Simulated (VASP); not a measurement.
# Fe2O3 (R-3c) in VASP: single point with PBEsol+U

Aim: the single point of Fe2O3 with PBEsol+U.

Everything below comes from runs of VASP 6.6.1. Logs are shortened: lines on timing, memory, paths and dates and some standing lists are left out, and cuts for length are marked.

## (1) The cell of the first run

It takes space group R-3c (No. 167, trigonal). The conventional cell has a = 5.038 Å, b = 5.038 Å, c = 13.772 Å, α = 90.00°, β = 90.00°, γ = 120.00°. Within 2.6 Å of Fe (site symmetry 3) lie 6 O at 1.95 to 2.12 Å. Within 2.9 Å of O (site symmetry 2) lie 4 Fe at 1.95 to 2.12 Å and 8 O at 2.67 to 2.89 Å.

## (2) Single point, PBEsol+U, collinear spin, ferromagnetic start

Contents of INCAR:

```
PREC = Accurate ; ENCUT = 600
EDIFF = 1E-6 ; ISMEAR = -1
SIGMA = 0.05 ; LREAL = False
LASPH = True ; NELM = 200
ALGO = Normal ; ISIF = 2
LWAVE = False ; LCHARG = False
ISPIN = 2 ; MAGMOM = 3 3 3 3 0 0 0 0 0 0
LORBIT = 11 ; LMAXMIX = 4
LDAU = True ; LDAUTYPE = 2
LDAUL = 2 -1 ; LDAUU = 2 0
LDAUJ = 0 0 ; LDAUPRINT = 1
GGA = PS ; NBANDS = 49
GGA_COMPAT = False
```

Contents of KPOINTS:

```
Automatic mesh
0
Gamma
  7 7 7
```

Contents of POSCAR:

```
Fe2O3
1.0
    2.5190000000      1.4543453281      4.5906666667
   -2.5190000000      1.4543453281      4.5906666667
    0.0000000000     -2.9086906562      4.5906666667
Fe O
4 6
Direct
    0.3553000000      0.3553000000      0.3553000000
    0.1447000000      0.1447000000      0.1447000000
    0.6447000000      0.6447000000      0.6447000000
    0.8553000000      0.8553000000      0.8553000000
    0.5559000000      0.2500000000      0.9441000000
    0.2500000000      0.9441000000      0.5559000000
    0.9441000000      0.5559000000      0.2500000000
    0.4441000000      0.7500000000      0.0559000000
    0.7500000000      0.0559000000      0.4441000000
    0.0559000000      0.4441000000      0.7500000000
```

Potentials or basis: VASP PAW PBE potentials, release 64 (Fe, O).

Started as:

```console
$ cat potpaw_PBE.64/Fe/POTCAR potpaw_PBE.64/O/POTCAR > POTCAR
$ mpirun -np 1 vasp_std > vasp.out
```

OUTCAR:

```text
PREC = Accurate
   ENCUT = 600
   EDIFF = 1E-6
   ISMEAR = -1
   LREAL = False
   LASPH = True
   NELM = 200
   ISIF = 2
   ISPIN = 2
   LORBIT = 11
   GGA = PS

 ion  position               nearest neighbor table
   1  0.355  0.355  0.355-   9 1.95  10 1.95   8 1.95   7 2.12   5 2.12   6 2.12   2 2.90   3 2.97
                             3 2.97   3 2.97
   2  0.145  0.145  0.145-   8 1.95  10 1.95   9 1.95   7 2.12   5 2.12   6 2.12   1 2.90   4 2.97
                             4 2.97   4 2.97
   3  0.645  0.645  0.645-   6 1.95   7 1.95   5 1.95  10 2.12   9 2.12   8 2.12   4 2.90   1 2.97
                             1 2.97   1 2.97
   4  0.855  0.855  0.855-   5 1.95   7 1.95   6 1.95  10 2.12   9 2.12   8 2.12   3 2.90   2 2.97
                             2 2.97   2 2.97
   5  0.556  0.250  0.944-   4 1.95   3 1.95   1 2.12   2 2.12
   6  0.250  0.944  0.556-   3 1.95   4 1.95   1 2.12   2 2.12
   7  0.944  0.556  0.250-   3 1.95   4 1.95   1 2.12   2 2.12
   8  0.444  0.750  0.056-   2 1.95   1 1.95   3 2.12   4 2.12
   9  0.750  0.056  0.444-   1 1.95   2 1.95   3 2.12   4 2.12
  10  0.056  0.444  0.750-   1 1.95   2 1.95   3 2.12   4 2.12

  LATTYP: Found a trigonal (rhomboedric) cell.
 ALAT       =     5.4345838643
 COS(alpha) =     0.5703114900

  Lattice vectors:

 A1 = (   2.5190000000,   1.4543453281,   4.5906666667)
 A2 = (  -2.5190000000,   1.4543453281,   4.5906666667)
 A3 = (   0.0000000000,  -2.9086906562,   4.5906666667)

Analysis of symmetry for initial positions (statically):
=====================================================================
 Subroutine PRICEL returns:
 Original cell was already a primitive cell.

 Routine SETGRP: Setting up the symmetry group for a
 trigonal (rhombohedral) supercell.

 Subroutine GETGRP returns: Found 12 space group operations
 (whereof  6 operations were pure point group operations)
 out of a pool of 12 trial point group operations.

The static configuration has the point symmetry S_6 .
 The point group associated with its full space group is D_3d.

Analysis of symmetry for dynamics (positions and initial velocities):
=====================================================================
 Subroutine PRICEL returns:
 Original cell was already a primitive cell.

 Routine SETGRP: Setting up the symmetry group for a
 trigonal (rhombohedral) supercell.

 Subroutine GETGRP returns: Found 12 space group operations
 (whereof  6 operations were pure point group operations)
 out of a pool of 12 trial point group operations.

The dynamic configuration has the point symmetry S_6 .
 The point group associated with its full space group is D_3d.

Analysis of structural, dynamic, and magnetic symmetry:
=====================================================================
 Subroutine PRICEL returns:
 Original cell was already a primitive cell.

 Routine SETGRP: Setting up the symmetry group for a
 trigonal (rhombohedral) supercell.

 Subroutine GETGRP returns: Found 12 space group operations
 (whereof  6 operations were pure point group operations)
 out of a pool of 12 trial point group operations.

The overall configuration has the point symmetry S_6 .
 The point group associated with its full space group is D_3d.

 Subroutine INISYM returns: Found 12 space group operations
 (whereof  6 operations are pure point group operations),
 and found     1 'primitive' translations

----------------------------------------------------------------------------------------

                                     Primitive cell

  volume of cell :     100.9073

  direct lattice vectors                    reciprocal lattice vectors
     2.519000000  1.454345328  4.590666667     0.198491465  0.114599101  0.072611095
    -2.519000000  1.454345328  4.590666667    -0.198491465  0.114599101  0.072611095
     0.000000000 -2.908690656  4.590666667     0.000000000 -0.229198201  0.072611095

  length of vectors
     5.434583864  5.434583864  5.434583864     0.240425012  0.240425012  0.240425012

  position of ions in fractional coordinates (direct lattice)
     0.355300000  0.355300000  0.355300000
     0.144700000  0.144700000  0.144700000
     0.644700000  0.644700000  0.644700000
     0.855300000  0.855300000  0.855300000
     0.555900000  0.250000000  0.944100000
     0.250000000  0.944100000  0.555900000
[... 81 lines left out ...]
   ISTART =      0    job   : 0-new  1-cont  2-samecut
   ICHARG =      2    charge: 1-file 2-atom 10-const
   ISPIN  =      2    spin polarized calculation?
   LNONCOLLINEAR =      F non collinear calculations
   LSORBIT =      F    spin-orbit coupling
   LASPH  =      T    aspherical Exc in radial PAW
   ENCUT  =  600.0 eV  44.10 Ry    6.64 a.u.  10.85 10.85 10.85*2*pi/ulx,y,z
   NELM   =    200;   NELMIN=  2; NELMDL= -5     # of ELM steps
   EDIFF  = 0.1E-05   stopping-criterion for ELM
   LREAL  =      F    real-space projection
   EDIFFG = 0.1E-04   stopping-criterion for IOM
   NSW    =      0    number of steps for IOM
   IBRION =     -1    ionic relax: 0-MD 1-quasi-New 2-CG
   NFREE  =      0    steps in history (QN), initial steepest desc. (CG)
   ISIF   =      2    stress and relaxation
   ISYM   =      2    0-nonsym 1-usesym 2-fastsym
   POTIM  = 0.5000    time-step for ionic-motion
   TEBEG  =    0.0;   TEEND  =   0.0 temperature during run
   PSTRESS=    0.0 pullay stress
   NELECT =      68.0000    total number of electrons
   NUPDOWN=      -1.0000    fix difference up-down
   EMIN   =  10.00;   EMAX   =-10.00  energy-range for DOS
   EFERMI =   0.00;   METHOD = LEGACY
   ISMEAR =    -1;   SIGMA  =   0.05  broadening in eV -4-tet -1-fermi 0-gaus
   EFERMI_NEDOS =   21; number of points for ismear=-14 and -15
   IALGO  =     38    algorithm
   IMIX   =      4    mixing-type and parameters
     AMIX     =   0.40;   BMIX     =  1.00
     AMIX_MAG =   1.60;   BMIX_MAG =  1.00
  volume/ion in A,a.u.               =      10.09        68.10
  Fermi-wavevector in a.u.,A,eV,Ry     =   1.435281  2.712288 28.028426  2.060031
  Thomas-Fermi vector in A             =   2.554597
   LORBIT       =     11    0 simple, 1 ext, 2 COOP (PROOUT), +10 PAW based schemes
 LDA+U is selected, type is set to LDAUTYPE =  2
   angular momentum for each species LDAUL =     2   -1
   U (eV)           for each species LDAUU =   2.0  0.0
   J (eV)           for each species LDAUJ =   0.0  0.0
   GGA     = PS    functional components
   LHFCALC =     F    Hartree Fock is set to
   AEXX    =    0.0000 exact exchange contribution
   IVDW    =     0    specifies the selected vdW correction
   LEPSILON=     F    determine dielectric tensor
   LRPA    =     F    only Hartree local field effects (RPA)
 spin polarized calculation
  energy-cutoff  :      600.00
  volume of cell :      100.91
 maximum number of plane-waves:      3388
 NGX is ok and might be reduce to    48
   NGX = 21   NGY = 21   NGZ = 21

atom =   1  type =  1  l = 2

 onsite density matrix

spin component  1
[... 116 lines left out ...]
  o =  0.0917  v =  0.0000  0.0000  0.0000  0.0000  0.0000 -0.1704  0.0002  0.0000 -0.5993 -0.7822      0.0000  0.0000  0.0000  0.0000  0.0000  0.0000  0.0000  0.0000  0.0000  0.0000
  o =  0.0917  v =  0.0000  0.0000  0.0000  0.0000  0.0000 -0.7822  0.5993 -0.0000  0.0002  0.1704      0.0000  0.0000  0.0000  0.0000  0.0000  0.0000  0.0000  0.0000  0.0000  0.0000
  o =  0.1071  v =  0.0000  0.0000  0.0000  0.0000  0.0000 -0.0000 -0.0000 -1.0000 -0.0000 -0.0000      0.0000  0.0000  0.0000  0.0000  0.0000  0.0000  0.0000  0.0000  0.0000  0.0000
  o =  0.2885  v =  0.0000  0.0000  0.0000  0.0000  0.0000  0.1273  0.0000  0.0000 -0.8006  0.5856      0.0000  0.0000  0.0000  0.0000  0.0000  0.0000  0.0000  0.0000  0.0000  0.0000
  o =  0.2885  v =  0.0000  0.0000  0.0000  0.0000  0.0000 -0.5856 -0.8006  0.0000 -0.0000  0.1273      0.0000  0.0000  0.0000  0.0000  0.0000  0.0000  0.0000  0.0000  0.0000  0.0000
  o =  0.9745  v = -0.1222 -0.0000  0.0000 -0.6222 -0.7733  0.0000  0.0000  0.0000  0.0000  0.0000      0.0000  0.0000  0.0000  0.0000  0.0000  0.0000  0.0000  0.0000  0.0000  0.0000
  o =  0.9745  v =  0.7733 -0.6222  0.0000  0.0000 -0.1222  0.0000  0.0000  0.0000  0.0000  0.0000      0.0000  0.0000  0.0000  0.0000  0.0000  0.0000  0.0000  0.0000  0.0000  0.0000
  o =  0.9759  v = -0.0000  0.0000  1.0000  0.0000  0.0000  0.0000  0.0000  0.0000  0.0000  0.0000      0.0000  0.0000  0.0000  0.0000  0.0000  0.0000  0.0000  0.0000  0.0000  0.0000
  o =  1.0346  v =  0.0972  0.0000  0.0000 -0.7829  0.6145  0.0000  0.0000  0.0000  0.0000  0.0000      0.0000  0.0000  0.0000  0.0000  0.0000  0.0000  0.0000  0.0000  0.0000  0.0000
  o =  1.0346  v = -0.6145 -0.7829  0.0000 -0.0000  0.0972  0.0000  0.0000  0.0000  0.0000  0.0000      0.0000  0.0000  0.0000  0.0000  0.0000  0.0000  0.0000  0.0000  0.0000  0.0000

 number of electron      68.0000009 magnetization      19.9111141

 Free energy of the ion-electron system (eV)
  ---------------------------------------------------
  ext. energy  EPLUGINS =         0.00000000
  ---------------------------------------------------
  free energy    TOTEN  =       -74.02277708 eV

  energy without entropy =      -74.00897426  energy(sigma->0) =      -74.01587567

 E-fermi :   4.1513     XC(G=0): -11.8685

 val. band max:        4.1405634490   @ k =   0.1429   0.1429   0.1429
 cond. band min:       4.1541245210   @ k =   0.1429   0.1429  -0.0000
 fundamental gap:      0.0135610720
 Fermi energy:         4.1512968060

 spin component 1

 k-point     1 :       0.0000    0.0000    0.0000
  band No.  band energies     occupation
      1     -15.5619      1.00000
      2     -13.9828      1.00000
      3     -13.9824      1.00000
      4     -13.9824      1.00000
      5     -13.9009      1.00000
      6     -13.9009      1.00000
[... 2345 lines left out ...]
     45      10.9385      0.00000
     46      13.1264      0.00000

 [... further k-points ...]

 [bands above 46 left out]

------------------------ aborting loop because EDIFF is reached ----------------------------------------

  FORCE on cell =-STRESS in cart. coord.  units (eV):
  Direction    XX          YY          ZZ          XY          YZ          ZX
  --------------------------------------------------------------------------------------
  -------------------------------------------------------------------------------------
  Total        2.7427614      2.7427614      0.7887862      0.0000000     -0.0000000     -0.0000000
  in kB       43.5487698     43.5487698     12.5241181      0.0000000     -0.0000000     -0.0000000
  external PRESSURE =      33.2072192 kB  Pullay stress =       0.0000000 kB

 VOLUME and BASIS-vectors are now :
 -----------------------------------------------------------------------------
  energy-cutoff  :      600.00
  volume of cell :      100.91
      direct lattice vectors                 reciprocal lattice vectors
     2.519000000  1.454345328  4.590666667     0.198491465  0.114599101  0.072611095
    -2.519000000  1.454345328  4.590666667    -0.198491465  0.114599101  0.072611095
     0.000000000 -2.908690656  4.590666667     0.000000000 -0.229198201  0.072611095

 POSITION                                       TOTAL-FORCE (eV/Angst)
 -----------------------------------------------------------------------------------
      0.00000      0.00000      4.89319         0.000000     -0.000000     -0.198547
      0.00000      0.00000      1.99281         0.000000     -0.000000      0.198547
      0.00000      0.00000      8.87881         0.000000     -0.000000      0.198547
      0.00000      0.00000     11.77919         0.000000     -0.000000     -0.198547
      0.77056     -1.57404      8.03367        -0.041792     -0.072387      0.000000
     -1.74844      0.11969      8.03367        -0.041792      0.072387      0.000000
      0.97788      1.45435      8.03367         0.083585      0.000000      0.000000
     -0.77056      1.57404      5.73833         0.041792      0.072387      0.000000
      1.74844     -0.11969      5.73833         0.041792     -0.072387      0.000000
     -0.97788     -1.45435      5.73833        -0.083585      0.000000      0.000000
 -----------------------------------------------------------------------------------
    total drift:                                0.000000      0.000000      0.000000

  FREE ENERGIE OF THE ION-ELECTRON SYSTEM (eV)
  ---------------------------------------------------
  free  energy   TOTEN  =       -74.0227770824 eV

  energy  without entropy=      -74.0089742622  energy(sigma->0) =      -74.01587567

 total charge

# of ion       s       p       d       tot
------------------------------------------
    1        0.386   0.555   5.836   6.777
    2        0.386   0.555   5.836   6.777
    3        0.386   0.555   5.836   6.777
    4        0.386   0.555   5.836   6.777
    5        1.553   3.461   0.000   5.014
    6        1.553   3.461   0.000   5.014
    7        1.553   3.461   0.000   5.014
    8        1.553   3.461   0.000   5.014
    9        1.553   3.461   0.000   5.014
   10        1.553   3.461   0.000   5.014
--------------------------------------------------
tot         10.862  22.986  23.343  57.191

 magnetization (x)

# of ion       s       p       d       tot
------------------------------------------
    1        0.026   0.047   4.124   4.196
    2        0.026   0.047   4.124   4.196
    3        0.026   0.047   4.124   4.196
    4        0.026   0.047   4.124   4.196
    5        0.025   0.391   0.000   0.416
    6        0.025   0.391   0.000   0.416
    7        0.025   0.391   0.000   0.416
    8        0.025   0.391   0.000   0.416
    9        0.025   0.391   0.000   0.416
   10        0.025   0.391   0.000   0.416
--------------------------------------------------
tot          0.252   2.536  16.494  19.282
```

It took 18 min on 1 thread of AMD EPYC 7R13 (Zen 3), shared host; peak memory 0.6 GiB.

What came out:

```
Free energy                                           : -74.0228 eV
Pressure                                              : 3.3 GPa
Largest force                                         : 0.199 eV/Å
Net moment                                            : 19.91 μB per cell
Site moments                                          : Fe +4.20; O +0.42 μB
Valence electrons inside the program's atomic spheres : Fe 6.78; O 5.01
```

Forces in eV/Å, atoms in the order of the input:
```
Fe   0.000  0.000 -0.199
Fe   0.000  0.000  0.199
Fe   0.000  0.000  0.199
Fe   0.000  0.000 -0.199
O   -0.042 -0.072  0.000
O   -0.042  0.072  0.000
O    0.084  0.000  0.000
O    0.042  0.072  0.000
O    0.042 -0.072  0.000
O   -0.084  0.000  0.000
```

Eigenvalues of the final occupation matrices:
```
    site  spin  trace               eigenvalues
site 1 d     1   4.99  0.97 0.97 0.98 1.03 1.03
site 1 d     2   0.87  0.09 0.09 0.11 0.29 0.29
site 2 d     1   4.99  0.97 0.97 0.98 1.03 1.03
site 2 d     2   0.87  0.09 0.09 0.11 0.29 0.29
site 3 d     1   4.99  0.97 0.97 0.98 1.03 1.03
site 3 d     2   0.87  0.09 0.09 0.11 0.29 0.29
site 4 d     1   4.99  0.97 0.97 0.98 1.03 1.03
site 4 d     2   0.87  0.09 0.09 0.11 0.29 0.29
```

Caveat: the cell stands under pressure; the PAW data sets were made with another functional, which shifts forces and pressure a little; the run started ferromagnetic, and an antiferromagnetic order may lie lower in energy. The state reached can hang on the start; a lower one may exist.
